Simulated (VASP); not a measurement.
Write the native input for VASP 6.6.1 that does the following.

| Quantity | Value |
| --- | --- |
| Task | single point |
| Functional | PBE |
| Potentials or basis | VASP PAW PBE potentials, release 64 (Al, Nb_sv, B) |
| Cutoff | 520 eV |
| k mesh | 4 × 4 × 6 |
| Occupations | gaussian, width 0.1 eV |
| Spin | collinear spin |
| Starting moments | [0.0, 0.0, 1.0, 0.0, 0.0, 0.0] μB |
| Dipole correction | no |
| Further INCAR settings | ALGO = Normal; EDIFF = 1e-06; NBANDS = 27 |

The structure of NbAl2B3 lies in POSCAR:

```
NbAl2B3
1.0
    2.4526131353     -4.5014434034      0.0000000000
    2.4526131353      4.5014434034      0.0000000000
    0.0000000000      0.0000000000      2.9537271112
Al Nb B
2 1 3
Direct
    0.0000000000      0.5000000000      0.5000000000
    0.5000000000      0.0000000000      0.5000000000
    0.5000000000      0.5000000000      0.0000000000
    0.0993196658      0.9006803342      0.0000000000
    0.9006803342      0.0993196658      0.0000000000
    0.0000000000      0.0000000000      0.5000000000
```

The cell was generated, and may not be a known phase.

One way to write it, as run:

INCAR

```
SYSTEM = NbAl2B3
PREC = Accurate
ENCUT = 520
EDIFF = 1E-6
ISMEAR = 0
SIGMA = 0.1
LREAL = .FALSE.
LASPH = .TRUE.
NELM = 150
ALGO = Normal
ISIF = 2
LWAVE = .FALSE.
LCHARG = .FALSE.
ISPIN = 2
MAGMOM = 0 0 1 0 0 0
LORBIT = 11
LMAXMIX = 4
GGA = PE
NBANDS = 27
```

KPOINTS

```
Automatic mesh
0
G
  4 4 6
  0 0 0
```

Potentials or basis: VASP PAW PBE potentials, release 64 (Al, Nb_sv, B).

The run is started by

```sh
$ cat potpaw_PBE.64/Al/POTCAR potpaw_PBE.64/Nb_sv/POTCAR potpaw_PBE.64/B/POTCAR > POTCAR
$ mpirun -np 1 vasp_std > vasp.out
```

It gave:

* Pressure: -0.1 GPa
* Band gap on the k mesh: zero (filled and empty bands overlap)
* Net moment: 0.00 μB per cell
* Valence electrons inside the program's atomic spheres: Al 0.78; Nb 10.63; B 1.97, 1.94 (each value once)

Caveat: the k points lie up to 0.36 Å⁻¹ apart, too coarse for converged energies and pressures of a metal.

It took 97 s on 1 thread of AMD EPYC 7R13 Processor (Zen 3), with other jobs on the host, peak memory 0.23 GiB.
